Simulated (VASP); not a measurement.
# CuAu (P4/mmm) in VASP: notebook

CuAu is run at these levels: LDA; tasks: single point.

Everything below comes from runs of VASP 6.6.1. Logs are shortened: lines on timing, memory, paths and dates and some standing lists are left out, and cuts for length are marked.

## 1. The cell of the first run

The structure is tetragonal, space group P4/mmm (No. 123). Conventional cell: a = 2.773 Å, b = 2.773 Å, c = 3.635 Å, α = 90.00°, β = 90.00°, γ = 90.00°. Within 3.5 Å of Au (site symmetry 4/mmm) lie 8 Cu at 2.67 Å and 4 Au at 2.77 Å. Within 3.5 Å of Cu (site symmetry 4/mmm) lie 8 Au at 2.67 Å and 4 Cu at 2.77 Å.

## 2. Single point, LDA (volume scaled by 0.96)

INCAR

```
SYSTEM = CuAu
ALGO = Normal ; EDIFF = 1E-6
ENCUT = 520 ; ISIF = 2
ISMEAR = -1 ; LASPH = .True.
LCHARG = .False. ; LREAL = .False.
LWAVE = .False. ; NBANDS = 18
NELM = 100 ; PREC = Accurate
SIGMA = 0.05
```

KPOINTS

```
k-points
0
Gamma
  9 9 7
  0 0 0
```

POSCAR

```
CuAu
1.0
    2.7727616977      0.0000000000      0.0000000000
    0.0000000000      2.7727616977      0.0000000000
    0.0000000000      0.0000000000      3.6351965976
Au Cu
1 1
Direct
    0.0000000000      0.0000000000      0.0000000000
    0.5000000000      0.5000000000      0.5000000000
```

Potentials or basis: VASP PAW LDA potentials, release 64 (Au, Cu).

Run with:

```sh
> cat potpaw_LDA.64/Au/POTCAR potpaw_LDA.64/Cu/POTCAR > POTCAR
> mpirun -np 1 vasp_std > vasp.out
```

OUTCAR:

```text
SYSTEM = CuAu
   EDIFF = 1E-6
   ENCUT = 520
   ISIF = 2
   ISMEAR = -1
   LASPH = .True.
   LREAL = .False.
   NELM = 100
   PREC = Accurate

 ion  position               nearest neighbor table
   1  0.000  0.000  0.000-   2 2.67   2 2.67   2 2.67   2 2.67   2 2.67   2 2.67   2 2.67   2 2.67

   2  0.500  0.500  0.500-   1 2.67   1 2.67   1 2.67   1 2.67   1 2.67   1 2.67   1 2.67   1 2.67

  LATTYP: Found a simple tetragonal cell.
 ALAT       =     2.7727616977
 C/A-ratio  =     1.3110382333

  Lattice vectors:

 A1 = (   2.7727616977,   0.0000000000,   0.0000000000)
 A2 = (   0.0000000000,   2.7727616977,   0.0000000000)
 A3 = (   0.0000000000,   0.0000000000,   3.6351965976)

Analysis of symmetry for initial positions (statically):
=====================================================================
 Subroutine PRICEL returns:
 Original cell was already a primitive cell.

 Routine SETGRP: Setting up the symmetry group for a
 simple tetragonal supercell.

 Subroutine GETGRP returns: Found 16 space group operations
 (whereof 16 operations were pure point group operations)
 out of a pool of 16 trial point group operations.

The static configuration has the point symmetry D_4h.

Analysis of symmetry for dynamics (positions and initial velocities):
=====================================================================
 Subroutine PRICEL returns:
 Original cell was already a primitive cell.

 Routine SETGRP: Setting up the symmetry group for a
 simple tetragonal supercell.

 Subroutine GETGRP returns: Found 16 space group operations
 (whereof 16 operations were pure point group operations)
 out of a pool of 16 trial point group operations.

The dynamic configuration has the point symmetry D_4h.

 Subroutine INISYM returns: Found 16 space group operations
 (whereof 16 operations are pure point group operations),
 and found     1 'primitive' translations

----------------------------------------------------------------------------------------

                                     Primitive cell

  volume of cell :      27.9481

  direct lattice vectors                    reciprocal lattice vectors
     2.772761698  0.000000000  0.000000000     0.360651260  0.000000000  0.000000000
     0.000000000  2.772761698  0.000000000     0.000000000  0.360651260  0.000000000
     0.000000000  0.000000000  3.635196598     0.000000000  0.000000000  0.275088286

  length of vectors
     2.772761698  2.772761698  3.635196598     0.360651260  0.360651260  0.275088286

  position of ions in fractional coordinates (direct lattice)
     0.000000000  0.000000000  0.000000000
     0.500000000  0.500000000  0.500000000

  ion indices of the primitive-cell ions
   primitive index   ion index
                 1           1
                 2           2

----------------------------------------------------------------------------------------

 KPOINTS: k-points

Automatic generation of k-mesh.
 Grid dimensions read from file:
 generate k-points for:    9    9    7

 Generating k-lattice:

  Cartesian coordinates                     Fractional coordinates (reciprocal lattice)
     0.040072362  0.000000000  0.000000000     0.111111111  0.000000000  0.000000000
     0.000000000  0.040072362  0.000000000     0.000000000  0.111111111  0.000000000
     0.000000000  0.000000000  0.039298327     0.000000000  0.000000000  0.142857143

  Length of vectors
     0.040072362  0.040072362  0.039298327

  Shift w.r.t. Gamma in fractional coordinates (k-lattice)
     0.000000000  0.000000000  0.000000000

 Subroutine IBZKPT returns following result:
 ===========================================

 Found     60 irreducible k-points:

 Following reciprocal coordinates:
            Coordinates               Weight
  0.000000  0.000000  0.000000      1.000000
  0.111111  0.000000  0.000000      4.000000
  0.222222  0.000000  0.000000      4.000000
  0.333333  0.000000  0.000000      4.000000
  0.444444  0.000000  0.000000      4.000000
  0.111111  0.111111  0.000000      4.000000
[... 16 lines left out ...]
  0.333333  0.111111  0.142857     16.000000
  0.444444  0.111111  0.142857     16.000000
 [... further k-points ...]
   k-points           NKPTS =     60   k-points in BZ     NKDIM =     60   number of bands    NBANDS=     18
   number of dos      NEDOS =    301   number of ions     NIONS =      2
   total plane-waves  NPLWV =  16128
   dimension x,y,z NGX =    24 NGY =   24 NGZ =   28
   dimension x,y,z NGXF=    48 NGYF=   48 NGZF=   56
   ions per type =               1   1
   NGX,Y,Z   is equivalent  to a cutoff of  14.39, 14.39, 12.81 a.u.
   NGXF,Y,Z  is equivalent  to a cutoff of  28.78, 28.78, 25.61 a.u.
 SYSTEM =  CuAu
   PREC   = accura    normal or accurate (medium, high low for compatibility)
   ISTART =      0    job   : 0-new  1-cont  2-samecut
   ICHARG =      2    charge: 1-file 2-atom 10-const
   ISPIN  =      1    spin polarized calculation?
   LNONCOLLINEAR =      F non collinear calculations
   LSORBIT =      F    spin-orbit coupling
   LASPH  =      T    aspherical Exc in radial PAW
   ENCUT  =  520.0 eV  38.22 Ry    6.18 a.u.   5.16  5.16  6.76*2*pi/ulx,y,z
   NELM   =    100;   NELMIN=  2; NELMDL= -5     # of ELM steps
   EDIFF  = 0.1E-05   stopping-criterion for ELM
   LREAL  =      F    real-space projection
   EDIFFG = 0.1E-04   stopping-criterion for IOM
   NSW    =      0    number of steps for IOM
   IBRION =     -1    ionic relax: 0-MD 1-quasi-New 2-CG
   NFREE  =      0    steps in history (QN), initial steepest desc. (CG)
   ISIF   =      2    stress and relaxation
   ISYM   =      2    0-nonsym 1-usesym 2-fastsym
   POTIM  = 0.5000    time-step for ionic-motion
   TEBEG  =    0.0;   TEEND  =   0.0 temperature during run
   PSTRESS=    0.0 pullay stress
   NELECT =      22.0000    total number of electrons
   NUPDOWN=      -1.0000    fix difference up-down
   EMIN   =  10.00;   EMAX   =-10.00  energy-range for DOS
   EFERMI =   0.00;   METHOD = LEGACY
   ISMEAR =    -1;   SIGMA  =   0.05  broadening in eV -4-tet -1-fermi 0-gaus
   EFERMI_NEDOS =   21; number of points for ismear=-14 and -15
   IALGO  =     38    algorithm
   IMIX   =      4    mixing-type and parameters
     AMIX     =   0.40;   BMIX     =  1.00
     AMIX_MAG =   1.60;   BMIX_MAG =  1.00
  volume/ion in A,a.u.               =      13.97        94.30
  Fermi-wavevector in a.u.,A,eV,Ry     =   1.511581  2.856474 31.087636  2.284877
  Thomas-Fermi vector in A             =   2.621619
   LORBIT       =      0    0 simple, 1 ext, 2 COOP (PROOUT), +10 PAW based schemes
   GGA     = CA    functional components
   LHFCALC =     F    Hartree Fock is set to
   AEXX    =    0.0000 exact exchange contribution
   IVDW    =     0    specifies the selected vdW correction
   LEPSILON=     F    determine dielectric tensor
   LRPA    =     F    only Hartree local field effects (RPA)
 non-spin polarized calculation
  energy-cutoff  :      520.00
  volume of cell :       27.95
 maximum number of plane-waves:       764
 NGX is ok and might be reduce to    24
   NGX = 11   NGY = 11   NGZ = 13

 number of electron      22.0000005 magnetization

 Free energy of the ion-electron system (eV)
  ---------------------------------------------------
  ext. energy  EPLUGINS =         0.00000000
  ---------------------------------------------------
  free energy    TOTEN  =        -9.27998260 eV

  energy without entropy =       -9.27638565  energy(sigma->0) =       -9.27818412

 E-fermi :   9.1015     XC(G=0): -13.2107

 val. band max:        9.0397520233   @ k =   0.1111   0.1111   0.2857
 cond. band min:       9.1236870109   @ k =   0.3333   0.1111   0.4286
 fundamental gap:      0.0839349877
 Fermi energy:         9.1015021036

 k-point     1 :       0.0000    0.0000    0.0000
  band No.  band energies     occupation
      1      -1.0447      2.00000
      2       2.1862      2.00000
      3       2.3575      2.00000
      4       4.8961      2.00000
      5       4.8961      2.00000
      6       6.0539      2.00000
[... 10 lines left out ...]
     17      26.4702      0.00000
     18      26.6380      0.00000

 k-point     2 :       0.1111    0.0000    0.0000
  band No.  band energies     occupation
      1      -0.7487      2.00000
      2       2.3288      2.00000
      3       2.5415      2.00000
      4       4.7167      2.00000
      5       4.9687      2.00000
      6       5.9269      2.00000
[... 10 lines left out ...]
     17      26.7606      0.00000
     18      28.5029      0.00000

 k-point     3 :       0.2222    0.0000    0.0000
  band No.  band energies     occupation
      1       0.0656      2.00000
      2       2.6157      2.00000
      3       3.1532      2.00000
      4       4.2448      2.00000
      5       5.1735      2.00000
      6       5.5884      2.00000
[... 10 lines left out ...]
     17      26.1139      0.00000
     18      28.2580      0.00000

 k-point     4 :       0.3333    0.0000    0.0000
  band No.  band energies     occupation
      1       1.1529      2.00000
      2       3.0029      2.00000
      3       3.7161      2.00000
      4       3.9366      2.00000
      5       5.1936      2.00000
      6       5.4652      2.00000
[... 10 lines left out ...]
     17      23.9194      0.00000
     18      26.8354      0.00000

 k-point     5 :       0.4444    0.0000    0.0000
  band No.  band energies     occupation
      1       1.9921      2.00000
      2       3.3888      2.00000
      3       3.4454      2.00000
      4       4.3542      2.00000
      5       4.9393      2.00000
      6       5.7311      2.00000
[... 10 lines left out ...]
     17      25.5126      0.00000
     18      25.5443      0.00000

 k-point     6 :       0.1111    0.1111    0.0000
  band No.  band energies     occupation
      1      -0.4536      2.00000
      2       2.5306      2.00000
      3       2.6595      2.00000
      4       4.6453      2.00000
      5       4.8954      2.00000
      6       5.7603      2.00000
[... 10 lines left out ...]
     17      27.3420      0.00000
     18      28.0345      0.00000

 k-point     7 :       0.2222    0.1111    0.0000
  band No.  band energies     occupation
      1       0.3536      2.00000
      2       2.8424      2.00000
      3       3.2132      2.00000
      4       4.2116      2.00000
      5       4.9182      2.00000
      6       5.3699      2.00000
[... 10 lines left out ...]
     17      26.3577      0.00000
     18      28.9669      0.00000

 k-point     8 :       0.3333    0.1111    0.0000
  band No.  band energies     occupation
      1       1.4303      2.00000
      2       3.1919      2.00000
      3       3.6766      2.00000
      4       3.8120      2.00000
      5       4.9517      2.00000
      6       5.1299      2.00000
[... 10 lines left out ...]
     17      23.9330      0.00000
     18      26.8483      0.00000
[... 229 lines left out ...]
     17      25.4332      0.00000
     18      27.2737      0.00000

 k-point    20 :       0.4444    0.0000    0.1429
  band No.  band energies     occupation
      1       2.0249      2.00000
      2       2.8603      2.00000
      3       3.6982      2.00000
      4       4.8287      2.00000
      5       4.9658      2.00000
      6       5.4926      2.00000
[... 10 lines left out ...]
     17      25.6068      0.00000
     18      25.6648      0.00000

 k-point    21 :       0.1111    0.1111    0.1429
  band No.  band energies     occupation
      1      -0.2067      2.00000
      2       2.5739      2.00000
      3       2.7487      2.00000
      4       4.6691      2.00000
      5       4.8665      2.00000
      6       5.7641      2.00000
[... 10 lines left out ...]
     17      26.6802      0.00000
     18      28.8306      0.00000

 k-point    22 :       0.2222    0.1111    0.1429
  band No.  band energies     occupation
      1       0.5767      2.00000
      2       2.8789      2.00000
      3       3.3066      2.00000
      4       4.1906      2.00000
      5       4.8336      2.00000
      6       5.3171      2.00000
[... 10 lines left out ...]
     17      27.0794      0.00000
     18      28.1025      0.00000

 k-point    23 :       0.3333    0.1111    0.1429
  band No.  band energies     occupation
      1       1.5691      2.00000
      2       3.1051      2.00000
      3       3.6532      2.00000
      4       4.0440      2.00000
      5       4.8410      2.00000
      6       5.1190      2.00000
[... 10 lines left out ...]
     17      26.4042      0.00000
     18      27.0006      0.00000

 k-point    24 :       0.4444    0.1111    0.1429
  band No.  band energies     occupation
      1       2.3594      2.00000
      2       2.9198      2.00000
      3       3.7126      2.00000
      4       4.0326      2.00000
      5       4.9020      2.00000
      6       5.4804      2.00000
[... 10 lines left out ...]
     17      24.4622      0.00000
     18      25.2211      0.00000

 [... further k-points ...]
[... 5 lines left out ...]
  --------------------------------------------------------------------------------------
  -------------------------------------------------------------------------------------
  Total       -0.3053413     -0.3053413     -0.4601011      0.0000000      0.0000000     -0.0000000
  in kB      -17.5042361    -17.5042361    -26.3761185      0.0000000      0.0000000     -0.0000000
  external PRESSURE =     -20.4615302 kB  Pullay stress =       0.0000000 kB

 VOLUME and BASIS-vectors are now :
 -----------------------------------------------------------------------------
  energy-cutoff  :      520.00
  volume of cell :       27.95
      direct lattice vectors                 reciprocal lattice vectors
     2.772761698  0.000000000  0.000000000     0.360651260  0.000000000  0.000000000
     0.000000000  2.772761698  0.000000000     0.000000000  0.360651260  0.000000000
     0.000000000  0.000000000  3.635196598     0.000000000  0.000000000  0.275088286

 POSITION                                       TOTAL-FORCE (eV/Angst)
 -----------------------------------------------------------------------------------
      0.00000      0.00000      0.00000         0.000000      0.000000      0.000000
      1.38638      1.38638      1.81760         0.000000      0.000000      0.000000
 -----------------------------------------------------------------------------------
    total drift:                                0.000000      0.000000     -0.000000

  FREE ENERGIE OF THE ION-ELECTRON SYSTEM (eV)
  ---------------------------------------------------
  free  energy   TOTEN  =        -9.2799825975 eV

  energy  without entropy=       -9.2763856488  energy(sigma->0) =       -9.27818412
```

Run time: 28 s. Hardware: 1 thread of Intel Xeon Platinum 8259CL at 2.50GHz (Skylake/Cascade Lake), shared host; peak memory 0.15 GiB.

What came out:

```
Free energy            : -9.2800 eV
Pressure               : -2.0 GPa
Band gap on the k mesh : zero (band 11 reaches 12.70 eV, above the bottom of band 12 at 7.05 eV)
```

Stress tensor (GPa, compression positive):
```
-1.75  0.00  0.00
 0.00 -1.75  0.00
 0.00  0.00 -2.64
```

Levels at points of the mesh, in eV from the Fermi level:
```csv
k point,band 7,band 8,band 9,band 10,band 11,band 12,band 13,band 14,band 15,band 16
"(0.00, 0.00, 0.00)",-2.97,-2.21,-1.73,-1.49,-1.49,2.05,8.43,10.15,10.15,17.20
```

Caveat: spin-orbit coupling is left out, which moves the levels of the heavy elements.

## 3. Single point, LDA (volume scaled by 0.98)

INCAR

```
  ALGO = Fast
  EDIFF = 1E-6
  ENCUT = 520
  ISIF = 2
  ISMEAR = -1
  LASPH = True
  LCHARG = True
  LELF = True
  LREAL = False
  LVHAR = True
  LWAVE = False
  NBANDS = 18
  NELM = 80
  PREC = Accurate
  SIGMA = 0.05
```

KPOINTS

```
k-points
0
Gamma
  9 9 7
```

POSCAR

```
CuAu
1.0
    2.7918847965      0.0000000000      0.0000000000
    0.0000000000      2.7918847965      0.0000000000
    0.0000000000      0.0000000000      3.6602677112
Au Cu
1 1
Direct
    0.0000000000      0.0000000000      0.0000000000
    0.5000000000      0.5000000000      0.5000000000
```

Potentials or basis: VASP PAW LDA potentials, release 64 (Au, Cu).

Run with:

```sh
> cat potpaw_LDA.64/Au/POTCAR potpaw_LDA.64/Cu/POTCAR > POTCAR
> mpirun -np 1 vasp_std > vasp.out
```

It took 39 s on 1 thread of Intel Xeon Platinum 8259CL at 2.50GHz (Skylake/Cascade Lake), shared host; peak memory 0.15 GiB.

Results (log left out):

* Free energy: -9.2666 eV
* Pressure: -6.0 GPa
* Band gap on the k mesh: zero (band 11 reaches 12.32 eV, above the bottom of band 12 at 6.78 eV)

Stress tensor (GPa, compression positive):
```
-5.85  0.00  0.00
 0.00 -5.85  0.00
 0.00  0.00 -6.44
```

Levels at points of the mesh, in eV from the Fermi level:
```
           k point  band 7  band 8  band 9  band 10  band 11  band 12  band 13  band 14  band 15  band 16
(0.00, 0.00, 0.00)   -2.90   -2.17   -1.70    -1.47    -1.47     2.08     8.23    10.07    10.07    17.01
```

Caveat: spin-orbit coupling is left out, which moves the levels of the heavy elements.

(Continued in part 2 of 2.)
